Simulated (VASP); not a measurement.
BaTe: single point with r2SCAN

BaTe:

```
Ba Te
1.0
     5.98101    0.00000    0.00000
    -2.99050    5.17971    0.00000
     0.00000    0.00000    7.01404
Ba Te
2 2
Direct
  0.34048 0.66785 0.93058
  0.66855 0.33465 0.44138
  0.32726 0.66902 0.43662
  0.67642 0.34093 0.94110
```

```json
{"Program": "VASP 6.6.1", "Task": "single point", "Functional": "r2SCAN", "Potentials or basis": "VASP PAW PBE potentials, release 64 (Ba_sv, Te)", "Cutoff": "520 eV", "k mesh": "6 × 6 × 2", "Occupations": "fermi-dirac, width 0.026 eV", "Spin": "no spin polarisation", "Dipole correction": "no", "Further INCAR settings": "ALGO = Normal; EDIFF = 1e-07; NBANDS = 24"}
```

```json
{"Pressure": "0.3 GPa", "Largest force": "0.184 eV/Å", "Band gap on the k mesh": "2.24 eV (least direct gap 2.52 eV)"}
```

Forces on the atoms (eV/Å):
```
Ba  -0.023  0.078  0.164
Ba  -0.109  0.007 -0.068
Te   0.140 -0.001 -0.058
Te  -0.008 -0.085 -0.038
```

Stress tensor (GPa, compression positive):
```
 0.15  0.14  0.00
 0.14 -0.03  0.00
 0.00  0.00  0.66
```

Levels at points of the mesh, in eV from the valence-band top:
| k point | band 12 | band 13 | band 14 | band 15 | band 16 | band 17 | band 18 | band 19 | band 20 | band 21 |
| --- | --- | --- | --- | --- | --- | --- | --- | --- | --- | --- |
| (0.00, 0.00, 0.00) | -1.04 | -0.96 | -0.95 | -0.90 | 0.00 | 2.68 | 3.16 | 3.18 | 4.12 | 4.86 |
| (0.50, 0.00, 0.00) | -0.99 | -0.83 | -0.71 | -0.58 | -0.39 | 2.72 | 3.01 | 3.32 | 4.23 | 4.39 |
| (0.00, 0.50, 0.00) | -0.98 | -0.85 | -0.77 | -0.50 | -0.39 | 2.72 | 3.09 | 3.22 | 4.26 | 4.39 |
| (0.50, 0.50, 0.00) | -0.98 | -0.85 | -0.79 | -0.47 | -0.38 | 2.73 | 3.09 | 3.19 | 4.25 | 4.38 |
| (0.00, 0.00, 0.50) | -1.36 | -1.09 | -1.08 | -1.06 | -1.05 | 3.46 | 3.55 | 4.60 | 4.63 | 4.71 |
| (0.50, 0.00, 0.50) | -1.75 | -0.90 | -0.88 | -0.75 | -0.71 | 3.34 | 3.44 | 4.24 | 4.36 | 4.82 |
| (0.00, 0.50, 0.50) | -1.74 | -0.91 | -0.90 | -0.76 | -0.71 | 3.39 | 3.49 | 4.23 | 4.35 | 4.81 |
| (0.50, 0.50, 0.50) | -1.74 | -0.92 | -0.90 | -0.76 | -0.71 | 3.38 | 3.50 | 4.22 | 4.35 | 4.80 |

It took 11 min on 1 thread of AMD EPYC 9R45 96-Core Processor (Zen 5), with other jobs on the host, peak memory 0.44 GiB.

Caveat: the k points lie up to 0.45 Å⁻¹ apart; the atoms stand as in a frame of molecular dynamics; the structure was generated, so it needn't be the stable form of BaTe; the PAW data sets were made with another functional, which shifts forces and pressure a little; spin-orbit coupling is left out, which moves the levels of the heavy elements. A k mesh can miss the band edges.
